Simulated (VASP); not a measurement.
# Cr (Fm-3m) in VASP: notebook

Cr is run at these levels: PBEsol; tasks: single point.

Everything below comes from runs of VASP 6.6.1. Logs are shortened: lines on timing, memory, paths and dates and some standing lists are left out, and cuts for length are marked.

### 1 The cell of the first run

The structure is cubic, space group Fm-3m (No. 225). Conventional cell: a = 3.578 Å, b = 3.578 Å, c = 3.578 Å, α = 90.00°, β = 90.00°, γ = 90.00°. Within 3.3 Å of Cr (site symmetry m-3m) lie 12 Cr at 2.53 Å.

### 2 Single point, PBEsol

File INCAR:

```
SYSTEM = Cr
ALGO = Normal ; EDIFF = 1E-6
ENCUT = 500 ; GGA = PS
GGA_COMPAT = .FALSE. ; ISIF = 2
ISMEAR = 0 ; LASPH = .TRUE.
LCHARG = .TRUE. ; LELF = .TRUE.
LREAL = .FALSE. ; LVHAR = .TRUE.
LWAVE = .FALSE. ; NBANDS = 12
NELM = 120 ; PREC = Accurate
SIGMA = 0.1
```

File KPOINTS:

```
k-points
0
G
  10 10 10
  0 0 0
```

File POSCAR:

```
Cr
1.0
    0.0000000000      1.7890535135      1.7890535135
    1.7890535135      0.0000000000      1.7890535135
    1.7890535135      1.7890535135      0.0000000000
Cr
1
Direct
    0.0000000000      0.0000000000      0.0000000000
```

Potentials or basis: VASP PAW PBE potentials, release 64 (Cr_pv).

The run is started by

```console
$ cat potpaw_PBE.64/Cr_pv/POTCAR > POTCAR
$ mpirun -np 1 vasp_std > vasp.out
```

OUTCAR:

```text
SYSTEM = Cr
   EDIFF = 1E-6
   ENCUT = 500
   GGA = PS
   ISIF = 2
   ISMEAR = 0
   LASPH = .TRUE.
   LREAL = .FALSE.
   NELM = 120
   PREC = Accurate

 ion  position               nearest neighbor table
   1  0.000  0.000  0.000-

  LATTYP: Found a face centered cubic cell.
 ALAT       =     3.5781070270

  Lattice vectors:

 A1 = (   0.0000000000,   1.7890535135,   1.7890535135)
 A2 = (   1.7890535135,   0.0000000000,   1.7890535135)
 A3 = (   1.7890535135,   1.7890535135,   0.0000000000)

Analysis of symmetry for initial positions (statically):
=====================================================================
 Subroutine PRICEL returns:
 Original cell was already a primitive cell.

 Routine SETGRP: Setting up the symmetry group for a
 face centered cubic supercell.

 Subroutine GETGRP returns: Found 48 space group operations
 (whereof 48 operations were pure point group operations)
 out of a pool of 48 trial point group operations.

The static configuration has the point symmetry O_h .

Analysis of symmetry for dynamics (positions and initial velocities):
=====================================================================
 Subroutine PRICEL returns:
 Original cell was already a primitive cell.

 Routine SETGRP: Setting up the symmetry group for a
 face centered cubic supercell.

 Subroutine GETGRP returns: Found 48 space group operations
 (whereof 48 operations were pure point group operations)
 out of a pool of 48 trial point group operations.

The dynamic configuration has the point symmetry O_h .

 Subroutine INISYM returns: Found 48 space group operations
 (whereof 48 operations are pure point group operations),
 and found     1 'primitive' translations

----------------------------------------------------------------------------------------

                                     Primitive cell

  volume of cell :      11.4525

  direct lattice vectors                    reciprocal lattice vectors
     0.000000000  1.789053514  1.789053514    -0.279477386  0.279477386  0.279477386
     1.789053514  0.000000000  1.789053514     0.279477386 -0.279477386  0.279477386
     1.789053514  1.789053514  0.000000000     0.279477386  0.279477386 -0.279477386

  length of vectors
     2.530103743  2.530103743  2.530103743     0.484069033  0.484069033  0.484069033

  position of ions in fractional coordinates (direct lattice)
     0.000000000  0.000000000  0.000000000

  ion indices of the primitive-cell ions
   primitive index   ion index
                 1           1

----------------------------------------------------------------------------------------

 KPOINTS: k-points

Automatic generation of k-mesh.
 Grid dimensions read from file:
 generate k-points for:   10   10   10

 Generating k-lattice:

  Cartesian coordinates                     Fractional coordinates (reciprocal lattice)
    -0.027947739  0.027947739  0.027947739     0.100000000  0.000000000  0.000000000
     0.027947739 -0.027947739  0.027947739     0.000000000  0.100000000  0.000000000
     0.027947739  0.027947739 -0.027947739     0.000000000  0.000000000  0.100000000

  Length of vectors
     0.048406903  0.048406903  0.048406903

  Shift w.r.t. Gamma in fractional coordinates (k-lattice)
     0.000000000  0.000000000  0.000000000

 Subroutine IBZKPT returns following result:
 ===========================================

 Found     47 irreducible k-points:

 Following reciprocal coordinates:
            Coordinates               Weight
  0.000000  0.000000  0.000000      1.000000
  0.100000  0.000000  0.000000      8.000000
  0.200000  0.000000  0.000000      8.000000
  0.300000  0.000000  0.000000      8.000000
  0.400000  0.000000  0.000000      8.000000
  0.500000  0.000000  0.000000      4.000000
[... 16 lines left out ...]
  0.300000  0.300000  0.000000      6.000000
  0.400000  0.300000  0.000000     24.000000
 [... further k-points ...]
   k-points           NKPTS =     47   k-points in BZ     NKDIM =     47   number of bands    NBANDS=     12
   number of dos      NEDOS =    301   number of ions     NIONS =      1
   total plane-waves  NPLWV =   5832
   dimension x,y,z NGX =    18 NGY =   18 NGZ =   18
   dimension x,y,z NGXF=    36 NGYF=   36 NGZF=   36
   ions per type =               1
   NGX,Y,Z   is equivalent  to a cutoff of  11.83, 11.83, 11.83 a.u.
   NGXF,Y,Z  is equivalent  to a cutoff of  23.65, 23.65, 23.65 a.u.
 SYSTEM =  Cr
   PREC   = accura    normal or accurate (medium, high low for compatibility)
   ISTART =      0    job   : 0-new  1-cont  2-samecut
   ICHARG =      2    charge: 1-file 2-atom 10-const
   ISPIN  =      1    spin polarized calculation?
   LNONCOLLINEAR =      F non collinear calculations
   LSORBIT =      F    spin-orbit coupling
   LASPH  =      T    aspherical Exc in radial PAW
   ENCUT  =  500.0 eV  36.75 Ry    6.06 a.u.   4.61  4.61  4.61*2*pi/ulx,y,z
   NELM   =    120;   NELMIN=  2; NELMDL= -5     # of ELM steps
   EDIFF  = 0.1E-05   stopping-criterion for ELM
   LREAL  =      F    real-space projection
   EDIFFG = 0.1E-04   stopping-criterion for IOM
   NSW    =      0    number of steps for IOM
   IBRION =     -1    ionic relax: 0-MD 1-quasi-New 2-CG
   NFREE  =      0    steps in history (QN), initial steepest desc. (CG)
   ISIF   =      2    stress and relaxation
   ISYM   =      2    0-nonsym 1-usesym 2-fastsym
   POTIM  = 0.5000    time-step for ionic-motion
   TEBEG  =    0.0;   TEEND  =   0.0 temperature during run
   PSTRESS=    0.0 pullay stress
   NELECT =      12.0000    total number of electrons
   NUPDOWN=      -1.0000    fix difference up-down
   EMIN   =  10.00;   EMAX   =-10.00  energy-range for DOS
   EFERMI =   0.00;   METHOD = LEGACY
   ISMEAR =     0;   SIGMA  =   0.10  broadening in eV -4-tet -1-fermi 0-gaus
   EFERMI_NEDOS =   21; number of points for ismear=-14 and -15
   IALGO  =     38    algorithm
   IMIX   =      4    mixing-type and parameters
     AMIX     =   0.40;   BMIX     =  1.00
     AMIX_MAG =   1.60;   BMIX_MAG =  1.00
  volume/ion in A,a.u.               =      11.45        77.29
  Fermi-wavevector in a.u.,A,eV,Ry     =   1.662782  3.142202 37.617975  2.764843
  Thomas-Fermi vector in A             =   2.749613
   LORBIT       =      0    0 simple, 1 ext, 2 COOP (PROOUT), +10 PAW based schemes
   GGA     = PS    functional components
   LHFCALC =     F    Hartree Fock is set to
   AEXX    =    0.0000 exact exchange contribution
   IVDW    =     0    specifies the selected vdW correction
   LEPSILON=     F    determine dielectric tensor
   LRPA    =     F    only Hartree local field effects (RPA)
 non-spin polarized calculation
 Gauss-broadening in eV      SIGMA  =   0.10
  energy-cutoff  :      500.00
  volume of cell :       11.45
 maximum number of plane-waves:       302
   NGX =  9   NGY =  9   NGZ =  9

 number of electron      12.0000006 magnetization

 Free energy of the ion-electron system (eV)
  ---------------------------------------------------
  ext. energy  EPLUGINS =         0.00000000
  ---------------------------------------------------
  free energy    TOTEN  =        -9.83345196 eV

  energy without entropy =       -9.82502276  energy(sigma->0) =       -9.82923736

 E-fermi :  10.6837     XC(G=0): -13.8697

 val. band max:       10.6625370022   @ k =   0.2000   0.1000   0.0000
 cond. band min:      10.7063866051   @ k =   0.4000   0.0000   0.0000
 fundamental gap:      0.0438496028
 Fermi energy:        10.6836945490

 k-point     1 :       0.0000    0.0000    0.0000
  band No.  band energies     occupation
      1     -31.4681      2.00000
      2     -31.4681      2.00000
      3     -31.4681      2.00000
      4       3.0381      2.00000
      5      10.2326      2.00000
      6      10.2326      2.00000
      7      10.2326      2.00000
      8      12.0633      0.00000
      9      12.0634      0.00000
     10      18.2307      0.00000
     11      30.7273      0.00000
     12      36.5189      0.00000

 k-point     2 :       0.1000    0.0000    0.0000
  band No.  band energies     occupation
      1     -31.5635      2.00000
      2     -31.4800      2.00000
      3     -31.4800      2.00000
      4       3.4528      2.00000
      5      10.0381      2.00000
      6      10.3652      1.99999
      7      10.3652      1.99999
      8      11.9933      0.00000
      9      11.9933      0.00000
     10      18.2306      0.00000
     11      30.8355      0.00000
     12      33.8567      0.00000

 k-point     3 :       0.2000    0.0000    0.0000
  band No.  band energies     occupation
      1     -31.8088      2.00000
      2     -31.5108      2.00000
      3     -31.5108      2.00000
      4       4.5726      2.00000
      5       9.6527      2.00000
      6      10.5548      1.93172
      7      10.5548      1.93172
      8      12.0100      0.00000
      9      12.0100      0.00000
     10      18.2304      0.00000
     11      28.9387      0.00000
     12      31.9156      0.00000
[... 286 lines left out ...]
 k-point    23 :       0.3000    0.3000    0.0000
  band No.  band energies     occupation
      1     -32.0717      2.00000
      2     -31.6890      2.00000
      3     -31.6890      2.00000
      4       6.3961      2.00000
      5       8.1431      2.00000
      6      11.0672      0.00000
      7      12.1735      0.00000
      8      12.1735      0.00000
      9      12.8548      0.00000
     10      18.2302      0.00000
     11      28.9684      0.00000
     12      29.7285      0.00000

 k-point    24 :       0.4000    0.3000    0.0000
  band No.  band energies     occupation
      1     -32.1953      2.00000
      2     -31.7571      2.00000
      3     -31.7264      2.00000
      4       6.7795      2.00000
      5       7.8855      2.00000
      6      11.0598      0.00000
      7      12.2978      0.00000
      8      13.2771      0.00000
      9      13.6270      0.00000
     10      18.2299      0.00000
     11      26.3053      0.00000
     12      27.6860      0.00000

 [... further k-points ...]
[... 5 lines left out ...]
  --------------------------------------------------------------------------------------
  -------------------------------------------------------------------------------------
  Total       -0.0400784     -0.0400784     -0.0400784      0.0000000      0.0000000      0.0000000
  in kB       -5.6068712     -5.6068712     -5.6068712      0.0000000      0.0000000      0.0000000
  external PRESSURE =      -5.6068712 kB  Pullay stress =       0.0000000 kB

 VOLUME and BASIS-vectors are now :
 -----------------------------------------------------------------------------
  energy-cutoff  :      500.00
  volume of cell :       11.45
      direct lattice vectors                 reciprocal lattice vectors
     0.000000000  1.789053514  1.789053514    -0.279477386  0.279477386  0.279477386
     1.789053514  0.000000000  1.789053514     0.279477386 -0.279477386  0.279477386
     1.789053514  1.789053514  0.000000000     0.279477386  0.279477386 -0.279477386

 POSITION                                       TOTAL-FORCE (eV/Angst)
 -----------------------------------------------------------------------------------
      0.00000      0.00000      0.00000         0.000000      0.000000      0.000000
 -----------------------------------------------------------------------------------
    total drift:                                0.000000     -0.000000     -0.000000

  FREE ENERGIE OF THE ION-ELECTRON SYSTEM (eV)
  ---------------------------------------------------
  free  energy   TOTEN  =        -9.8334519645 eV

  energy  without entropy=       -9.8250227632  energy(sigma->0) =       -9.82923736
```

Run time: 10 s. Hardware: 1 thread of Intel Xeon 8259CL, shared host; peak memory 0.12 GiB.

What came out:

```
Free energy            : -9.8335 eV
Pressure               : -0.6 GPa
Band gap on the k mesh : zero (band 6 reaches 13.30 eV, above the bottom of band 7 at 10.23 eV)
```

Caveat: the PAW data sets were made with another functional, which shifts forces and pressure a little; the run has no spin polarisation, though such a crystal can be magnetic.

### 3 Single point, PBEsol

File INCAR:

```
PREC = Accurate ; ENCUT = 500
EDIFF = 1E-6 ; ISMEAR = 0
SIGMA = 0.1 ; LREAL = False
LASPH = True ; NELM = 120
ALGO = Normal ; ISIF = 2
LWAVE = False ; LCHARG = True
GGA = PS ; LELF = True
LVHAR = True ; NBANDS = 12
GGA_COMPAT = False
```

File KPOINTS:

```
regular mesh
0
Gamma
  20 20 20
```

POSCAR is that of step 2.

Potentials or basis: VASP PAW PBE potentials, release 64 (Cr_pv).

The run is started by

```console
$ cat potpaw_PBE.64/Cr_pv/POTCAR > POTCAR
$ mpirun -np 1 vasp_std > vasp.out
```

Run time: 37 s. Hardware: 1 thread of Intel Xeon 8259CL, shared host; peak memory 0.14 GiB.

It converged, with:

- Free energy: -9.8379 eV
- Pressure: -0.6 GPa
- Band gap on the k mesh: zero (band 6 reaches 13.31 eV, above the bottom of band 7 at 10.23 eV)

Levels at points of the mesh, in eV from the Fermi level:
```
           k point  band 3  band 4  band 5  band 6  band 7  band 8  band 9  band 10
(0.00, 0.00, 0.00)  -42.14   -7.64   -0.44   -0.44   -0.44    1.39    1.39     7.56
(0.50, 0.00, 0.00)  -42.26   -4.05   -0.59   -0.59    0.92    2.68    2.68     7.56
(0.50, 0.50, 0.00)  -42.48   -4.32   -3.43    2.63    3.03    3.03    3.88     7.56
```

Caveat: the PAW data sets were made with another functional, which shifts forces and pressure a little; the run has no spin polarisation, though such a crystal can be magnetic.
